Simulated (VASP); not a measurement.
Here is a VASP 6.6.1 calculation.

The input INCAR:

```
SYSTEM = CdSe
  PREC = Accurate
  ENCUT = 520
  EDIFF = 1E-7
  ISMEAR = 0
  SIGMA = 0.05
  LREAL = .False.
  LASPH = .True.
  NELM = 60
  ALGO = Normal
  ISIF = 2
  LWAVE = .False.
  LCHARG = .False.
  GGA = PE
  NBANDS = 26
```

Contents of KPOINTS:

```
regular mesh
0
Gamma
  6 6 4
  0 0 0
```

File POSCAR:

```
CdSe
1.0
    4.2984999142      0.0752237485      0.0000000000
   -2.0841042799      3.6849982496      0.0000000000
    0.0000000000      0.0000000000      7.0152000000
Cd Se
2 2
Direct
    0.6666666667      0.3333333333      0.0000000000
    0.3333333333      0.6666666667      0.5000000000
    0.6666666667      0.3333333333      0.3750000000
    0.3333333333      0.6666666667      0.8750000000
```

Potentials or basis: VASP PAW PBE potentials, release 64 (Cd, Se).

Command:

```sh
$ cat potpaw_PBE.64/Cd/POTCAR potpaw_PBE.64/Se/POTCAR > POTCAR
$ mpirun -np 1 vasp_std > vasp.out
```

(1) What does it give for the pressure?

(2) Estimate the largest force.

(3) Estimate the band gap on the k mesh.

Results:

(1) 3.4 GPa.

(2) 0.253 eV/Å.

(3) 0.61 eV.

Caveat: the cell differs from its parent crystal (strain +0.0350 x Voigt [0, 0, 0, 0, 0, 1]); the cell stands under pressure.
